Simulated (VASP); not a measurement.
# GaAs (I-4m2) in VASP: further runs, part 2 of 2

VASP 6.6.1. The steps go on from the part before.

### Step 3. Single point, PBEsol (biaxial strain in the a-b plane: -6.0 %, then relaxed in part)

Input file INCAR:

```
ALGO     = Normal         # electronic algorithm
EDIFF    = 1E-6           # SCF threshold, eV
ENCUT    = 520            # plane-wave cutoff, eV
GGA      = PS             # functional
ISIF     = 2              # what is computed and relaxed
ISMEAR   = 0              # smearing method
LASPH    = T              # aspherical terms in the spheres
LCHARG   = T              # write CHGCAR
LELF     = T              # ELF
LREAL    = F              # projectors in reciprocal space
LVHAR    = T            
LWAVE    = F              # write WAVECAR
NBANDS   = 26             # bands
NELM     = 100            # most SCF steps
PREC     = Accurate       # precision mode
SIGMA    = 0.01           # smearing width, eV
```

Input file KPOINTS:

```
k-points
0
Gamma
  10 10 6
```

Input file POSCAR:

```
GaAs
1.0
    2.6592378258      2.6592378258      0.0000000000
   -2.6592378258      2.6592378258      0.0000000000
    0.0000000000      0.0000000000      5.9562368122
Ga As
2 2
Direct
    0.0000000000      0.0000000000      0.0000000000
    0.5000000000      0.5000000000      0.5000000000
    0.5000000000      0.0000000000      0.7500000000
    0.0000000000      0.5000000000      0.2500000000
```

Potentials or basis: VASP PAW PBE potentials, release 64 (Ga_d, As).

Run with:

```bash
$ cat potpaw_PBE.64/Ga_d/POTCAR potpaw_PBE.64/As/POTCAR > POTCAR
$ mpirun -np 1 vasp_std > vasp.out
```

OUTCAR:

```text
EDIFF = 1E-6
   ENCUT = 520
   GGA = PS
   ISIF = 2
   ISMEAR = 0
   LASPH = T
   LREAL = F
   NELM = 100
   PREC = Accurate

 ion  position               nearest neighbor table
   1  0.000  0.000  0.000-   3 2.40   4 2.40   4 2.40   3 2.40
   2  0.500  0.500  0.500-   3 2.40   4 2.40   3 2.40   4 2.40
   3  0.500  0.000  0.750-   1 2.40   2 2.40   2 2.40   1 2.40
   4  0.000  0.500  0.250-   1 2.40   2 2.40   1 2.40   2 2.40

  LATTYP: Found a simple tetragonal cell.
 ALAT       =     3.7607301988
 C/A-ratio  =     1.5837979587

  Lattice vectors:

 A1 = (   2.6592378258,   2.6592378258,   0.0000000000)
 A2 = (  -2.6592378258,   2.6592378258,   0.0000000000)
 A3 = (   0.0000000000,   0.0000000000,   5.9562368122)

Analysis of symmetry for initial positions (statically):
=====================================================================
 Subroutine PRICEL returns following result:

  LATTYP: Found a body centered tetragonal cell.
 ALAT       =     3.7607301988
 C/A-ratio  =     1.5837979587

  Lattice vectors:

 A1 = (   2.6592378258,   0.0000000000,  -2.9781184061)
 A2 = (  -2.6592378258,   0.0000000000,  -2.9781184061)
 A3 = (   0.0000000000,   2.6592378258,   2.9781184061)

   2 primitive cells build up your supercell.

 Routine SETGRP: Setting up the symmetry group for a
 simple tetragonal supercell.

 Subroutine GETGRP returns: Found  8 space group operations
 (whereof  8 operations were pure point group operations)
 out of a pool of 16 trial point group operations.

The static configuration has the point symmetry D_2d.

Analysis of symmetry for dynamics (positions and initial velocities):
[... 132 lines left out ...]
   PSTRESS=    0.0 pullay stress
   NELECT =      36.0000    total number of electrons
   NUPDOWN=      -1.0000    fix difference up-down
   EMIN   =  10.00;   EMAX   =-10.00  energy-range for DOS
   EFERMI =   0.00;   METHOD = LEGACY
   ISMEAR =     0;   SIGMA  =   0.01  broadening in eV -4-tet -1-fermi 0-gaus
   EFERMI_NEDOS =   21; number of points for ismear=-14 and -15
   IALGO  =     38    algorithm
   IMIX   =      4    mixing-type and parameters
     AMIX     =   0.40;   BMIX     =  1.00
     AMIX_MAG =   1.60;   BMIX_MAG =  1.00
  volume/ion in A,a.u.               =      21.06       142.12
  Fermi-wavevector in a.u.,A,eV,Ry     =   1.233115  2.330249 20.688644  1.520572
  Thomas-Fermi vector in A             =   2.367858
   LORBIT       =      0    0 simple, 1 ext, 2 COOP (PROOUT), +10 PAW based schemes
   GGA     = PS    functional components
   LHFCALC =     F    Hartree Fock is set to
   AEXX    =    0.0000 exact exchange contribution
   IVDW    =     0    specifies the selected vdW correction
   LEPSILON=     F    determine dielectric tensor
   LRPA    =     F    only Hartree local field effects (RPA)
 non-spin polarized calculation
 Gauss-broadening in eV      SIGMA  =   0.01
  energy-cutoff  :      520.00
  volume of cell :       84.24
 maximum number of plane-waves:      2292
 NGX is ok and might be reduce to    28
   NGX = 13   NGY = 13   NGZ = 23

 number of electron      36.0000009 magnetization

 Free energy of the ion-electron system (eV)
  ---------------------------------------------------
  ext. energy  EPLUGINS =         0.00000000
  ---------------------------------------------------
  free energy    TOTEN  =       -17.90602542 eV

  energy without entropy =      -17.90602542  energy(sigma->0) =      -17.90602542

 E-fermi :   4.8149     XC(G=0): -10.1027

 val. band max:        4.7590414752   @ k =   0.0000   0.0000   0.0000
 cond. band min:       5.3551053957   @ k =   0.5000   0.0000   0.5000
 fundamental gap:      0.5960639206
 Fermi energy:         4.8149456764

 k-point     1 :       0.0000    0.0000    0.0000
  band No.  band energies     occupation
      1     -10.5713      2.00000
      2     -10.4554      2.00000
      3     -10.4250      2.00000
      4     -10.4250      2.00000
      5     -10.3701      2.00000
      6     -10.3701      2.00000
[... 685 lines left out ...]
     25      11.7456      0.00000
     26      12.8992      0.00000

 [... further k-points ...]

------------------------ aborting loop because EDIFF is reached ----------------------------------------

  FORCE on cell =-STRESS in cart. coord.  units (eV):
  Direction    XX          YY          ZZ          XY          YZ          ZX
  --------------------------------------------------------------------------------------
  -------------------------------------------------------------------------------------
  Total        4.6340117      4.6340117      0.1165063      0.0000000     -0.0000000      0.0000000
  in kB       88.1356061     88.1356061      2.2158661      0.0000000     -0.0000000      0.0000000
  external PRESSURE =      59.4956928 kB  Pullay stress =       0.0000000 kB

 VOLUME and BASIS-vectors are now :
 -----------------------------------------------------------------------------
  energy-cutoff  :      520.00
  volume of cell :       84.24
      direct lattice vectors                 reciprocal lattice vectors
     2.659237826  2.659237826  0.000000000     0.188023800  0.188023800  0.000000000
    -2.659237826  2.659237826  0.000000000    -0.188023800  0.188023800  0.000000000
     0.000000000  0.000000000  5.956236812     0.000000000  0.000000000  0.167891243

 POSITION                                       TOTAL-FORCE (eV/Angst)
 -----------------------------------------------------------------------------------
      0.00000      0.00000      0.00000        -0.000000     -0.000000     -0.000000
      0.00000      2.65924      2.97812        -0.000000     -0.000000      0.000000
      1.32962      1.32962      4.46718         0.000000      0.000000     -0.000000
     -1.32962      1.32962      1.48906         0.000000      0.000000     -0.000000
 -----------------------------------------------------------------------------------
    total drift:                               -0.000000      0.000000      0.000000

  FREE ENERGIE OF THE ION-ELECTRON SYSTEM (eV)
  ---------------------------------------------------
  free  energy   TOTEN  =       -17.9060254188 eV

  energy  without entropy=      -17.9060254188  energy(sigma->0) =      -17.90602542
```

OSZICAR:

```text
N       E                     dE             d eps       ncg     rms          rms(c)
DAV:   1     0.240701679794E+03    0.24070E+03   -0.17283E+04  4502   0.201E+03
DAV:   2     0.106213750031E+02   -0.23008E+03   -0.22129E+03  4760   0.433E+02
DAV:   3    -0.174684582495E+02   -0.28090E+02   -0.27701E+02  5366   0.122E+02
DAV:   4    -0.183380664483E+02   -0.86961E+00   -0.86730E+00  5072   0.221E+01
DAV:   5    -0.183552895505E+02   -0.17223E-01   -0.17210E-01  5466   0.302E+00    0.449E+00
DAV:   6    -0.179821655883E+02    0.37312E+00   -0.53515E-01  6496   0.124E+01    0.256E+00
DAV:   7    -0.179084904326E+02    0.73675E-01   -0.25657E-01  5872   0.337E+00    0.747E-01
DAV:   8    -0.179059282243E+02    0.25622E-02   -0.41967E-02  5392   0.257E+00    0.230E-01
DAV:   9    -0.179059929148E+02   -0.64690E-04   -0.44539E-03  5634   0.109E+00    0.674E-02
DAV:  10    -0.179059868644E+02    0.60504E-05   -0.58304E-04  5228   0.218E-01    0.262E-02
DAV:  11    -0.179060262883E+02   -0.39424E-04   -0.97226E-05  5340   0.637E-02    0.138E-02
DAV:  12    -0.179060252802E+02    0.10081E-05   -0.79364E-06  4716   0.250E-02    0.926E-03
DAV:  13    -0.179060254188E+02   -0.13858E-06   -0.31430E-06  4300   0.923E-03
   1 F= -.17906025E+02 E0= -.17906025E+02  d E =-.502790E-18
```

It took 2.1 min on 1 thread of Intel Xeon Platinum 8259CL at 2.50GHz (Skylake/Cascade Lake), shared host; peak memory 0.29 GiB.

What came out:

- Free energy: -17.9060 eV
- Pressure: 5.9 GPa
- Band gap on the k mesh: 0.60 eV

Levels at points of the mesh, in eV from the valence-band top:
| k point | band 14 | band 15 | band 16 | band 17 | band 18 | band 19 | band 20 | band 21 | band 22 | band 23 |
| --- | --- | --- | --- | --- | --- | --- | --- | --- | --- | --- |
| (0.00, 0.00, 0.00) | -2.63 | -2.63 | -0.82 | 0.00 | 0.00 | 0.60 | 1.51 | 2.02 | 3.42 | 3.42 |
| (0.50, 0.00, 0.00) | -6.32 | -4.36 | -4.36 | -1.02 | -1.02 | 3.18 | 3.18 | 4.88 | 4.88 | 5.46 |
| (0.50, 0.50, 0.00) | -7.18 | -3.48 | -3.48 | -3.40 | -3.40 | 0.71 | 0.71 | 0.91 | 0.91 | 9.43 |
| (0.00, 0.00, 0.50) | -4.95 | -1.68 | -1.68 | -1.68 | -1.68 | 2.21 | 2.21 | 3.14 | 3.14 | 6.50 |
| (0.50, 0.00, 0.50) | -7.33 | -2.04 | -2.04 | -0.97 | -0.97 | 0.60 | 0.60 | 4.24 | 4.24 | 4.80 |
| (0.50, 0.50, 0.50) | -7.03 | -4.17 | -4.17 | -3.95 | -3.95 | 3.70 | 3.70 | 3.71 | 3.71 | 4.23 |

Caveat: the cell differs from its parent crystal (biaxial strain in the a-b plane: -6.0 %, then relaxed in part); the cell stands under pressure; the PAW data sets were made with another functional, which shifts forces and pressure a little.

### Step 4. Single point, PBEsol

This run uses another cell than the first one, of 21.06 Å³/atom.

Input file INCAR:

```
SYSTEM = GaAs
ALGO = Normal
EDIFF = 1E-6
ENCUT = 520
GGA = PS
ISIF = 2
ISMEAR = 0
LASPH = .True.
LCHARG = .False.
LREAL = .False.
LWAVE = .False.
NBANDS = 26
NELM = 60
PREC = Accurate
SIGMA = 0.01
```

Input file KPOINTS:

```
k-points
0
Gamma
  10 10 6
  0 0 0
```

POSCAR is that of step 3.

Run with:

```bash
$ cat potpaw_PBE.64/Ga_d/POTCAR potpaw_PBE.64/As/POTCAR > POTCAR
$ mpirun -np 1 vasp_std > vasp.out
```

It took 2 min on 1 thread of Intel Xeon Platinum 8259CL at 2.50GHz (Skylake/Cascade Lake), shared host; peak memory 0.29 GiB.

It converged, with:

| Quantity | Value |
| --- | --- |
| Free energy | -17.9060 eV |
| Pressure | 5.9 GPa |
| Band gap on the k mesh | 0.60 eV |

Stress tensor (GPa, compression positive):
```
8.81 0.00 0.00
0.00 8.81 0.00
0.00 0.00 0.22
```

Levels at points of the mesh, in eV from the valence-band top:
| k point | band 14 | band 15 | band 16 | band 17 | band 18 | band 19 | band 20 | band 21 | band 22 | band 23 |
| --- | --- | --- | --- | --- | --- | --- | --- | --- | --- | --- |
| (0.00, 0.00, 0.00) | -2.63 | -2.63 | -0.82 | 0.00 | 0.00 | 0.60 | 1.51 | 2.02 | 3.42 | 3.42 |
| (0.50, 0.00, 0.00) | -6.32 | -4.36 | -4.36 | -1.02 | -1.02 | 3.18 | 3.18 | 4.88 | 4.88 | 5.46 |
| (0.50, 0.50, 0.00) | -7.18 | -3.48 | -3.48 | -3.40 | -3.40 | 0.71 | 0.71 | 0.91 | 0.91 | 9.43 |
| (0.00, 0.00, 0.50) | -4.95 | -1.68 | -1.68 | -1.68 | -1.68 | 2.21 | 2.21 | 3.14 | 3.14 | 6.50 |
| (0.50, 0.00, 0.50) | -7.33 | -2.04 | -2.04 | -0.97 | -0.97 | 0.60 | 0.60 | 4.24 | 4.24 | 4.80 |
| (0.50, 0.50, 0.50) | -7.03 | -4.17 | -4.17 | -3.95 | -3.95 | 3.70 | 3.70 | 3.71 | 3.71 | 4.23 |

Caveat: the cell stands under pressure; the PAW data sets were made with another functional, which shifts forces and pressure a little.
